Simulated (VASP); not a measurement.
## InSb3: single point with PBEsol

InSb3:

```
In Sb
1.0
     4.72824    0.00000    0.00000
     0.00000    4.72824    0.00000
     0.00000    0.00000    4.72824
In Sb
1 3
Direct
  0.00000 0.00000 0.00000
  0.57614 0.00000 0.50000
  0.00000 0.50000 0.50000
  0.50000 0.50000 0.00000
```

This cell differs from its parent crystal: atom 2 (Sb) moved +0.360 Å along Cartesian [1 0 0].

```
Program                : VASP 6.6.1
Task                   : single point
Functional             : PBEsol
Potentials or basis    : VASP PAW PBE potentials, release 64 (In_d, Sb)
Cutoff                 : 500 eV
k mesh                 : 10 × 10 × 10
Occupations            : gaussian, width 0.15 eV
Spin                   : no spin polarisation
Dipole correction      : no
Further INCAR settings : ALGO = Normal; EDIFF = 1e-06; NBANDS = 22
```

```
Pressure               : 1.1 GPa
Largest force          : 0.478 eV/Å
Band gap on the k mesh : zero (bands 14 and 15 overlap by 4.74 eV)
```

Forces on the atoms (eV/Å):
```
In   0.478  0.000  0.000
Sb  -0.439  0.000  0.000
Sb   0.317  0.000  0.000
Sb  -0.356  0.000  0.000
```

Stress tensor (GPa, compression positive):
```
0.41 0.00 0.00
0.00 1.47 0.00
0.00 0.00 1.36
```

Levels at points of the mesh, in eV from the Fermi level:
| k point | band 12 | band 13 | band 14 | band 15 | band 16 | band 17 |
| --- | --- | --- | --- | --- | --- | --- |
| (0.00, 0.00, 0.00) | -3.66 | 0.40 | 0.48 | 0.53 | 1.65 | 1.78 |
| (0.50, 0.00, 0.00) | -2.10 | -2.04 | -1.26 | -0.91 | 2.14 | 2.28 |
| (0.00, 0.50, 0.00) | -2.43 | -2.34 | -0.89 | -0.70 | 2.19 | 2.20 |
| (0.00, 0.00, 0.50) | -2.32 | -2.20 | -1.04 | -1.00 | 1.90 | 2.29 |
| (0.50, 0.50, 0.00) | -1.64 | -1.45 | -1.43 | -1.13 | -0.38 | 1.26 |
| (0.00, 0.50, 0.50) | -1.68 | -1.39 | -1.13 | -0.48 | -0.28 | 0.81 |
| (0.50, 0.00, 0.50) | -1.67 | -1.48 | -1.10 | -0.39 | -0.29 | 0.94 |
| (0.50, 0.50, 0.50) | -5.12 | -4.59 | 3.61 | 3.83 | 3.86 | 3.91 |

Wall time 4.5 min on 1 thread of Oxide Virtual Turin-like Processor, with other jobs on the host, peak memory 0.5 GiB.

Caveat: the cell differs from its parent crystal (atom 2 (Sb) moved +0.360 Å along Cartesian [1 0 0]); the PAW data sets were made with another functional, which shifts forces and pressure a little; spin-orbit coupling is left out, which moves the levels of the heavy elements.
